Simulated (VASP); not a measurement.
Input of a VASP 6.6.1 run:

File POSCAR:

```
PbS
1.0
    2.9405000000     -2.9000000000      0.0000000000
    2.9405000000      2.9000000000      0.0000000000
   -1.0800500000      0.0000000000     11.7092900000
Pb S
2 2
Direct
    0.7756000000      0.7756000000      0.6363800000
    0.2244000000      0.2244000000      0.3636200000
    0.2684000000      0.2684000000      0.5986000000
    0.7316000000      0.7316000000      0.4014000000
```

INCAR.step1

```
SYSTEM = PbS
  PREC = Accurate
  ENCUT = 520
  ISMEAR = 0
  SIGMA = 0.01
  LREAL = .False.
  LASPH = .True.
  NELM = 80
  NBANDS = 28
  GGA = PE
  ALGO = Normal
  EDIFF = 1E-4
  LWAVE = .True.
  LCHARG = .False.
```

INCAR.step2

```
SYSTEM = PbS
  PREC = Accurate
  ENCUT = 520
  EDIFF = 1E-7
  ISMEAR = 0
  SIGMA = 0.01
  LREAL = .False.
  LASPH = .True.
  NELM = 80
  ALGO = Normal
  ISIF = 2
  LWAVE = .False.
  LCHARG = .False.
  METAGGA = R2SCAN
  LMIXTAU = .True.
  NBANDS = 28
  ISTART = 1
```

The input KPOINTS:

```
Automatic mesh
0
Gamma
  6 6 2
  0 0 0
```

Potentials or basis: VASP PAW PBE potentials, release 64 (Pb_d, S).

Launch:

```console
$ cat potpaw_PBE.64/Pb_d/POTCAR potpaw_PBE.64/S/POTCAR > POTCAR
$ cp INCAR.step1 INCAR
$ mpirun -np 1 vasp_std > vasp.out
$ cp INCAR.step2 INCAR
$ mpirun -np 1 vasp_std > vasp.out
```

Question: What does it give for the largest force?

Answer: 0.554 eV/Å.

Question: Estimate the band gap on the k mesh.

Answer: 1.56 eV.

Forces on the atoms (eV/Å):
```
Pb  -0.001  0.000 -0.554
Pb   0.001  0.000  0.554
S   -0.005  0.000 -0.195
S    0.005  0.000  0.195
```

Caveat: there is no dipole correction, which matters where the two faces differ; the PAW data sets were made with another functional, which shifts forces and pressure a little; spin-orbit coupling is left out, which moves the levels of the heavy elements.
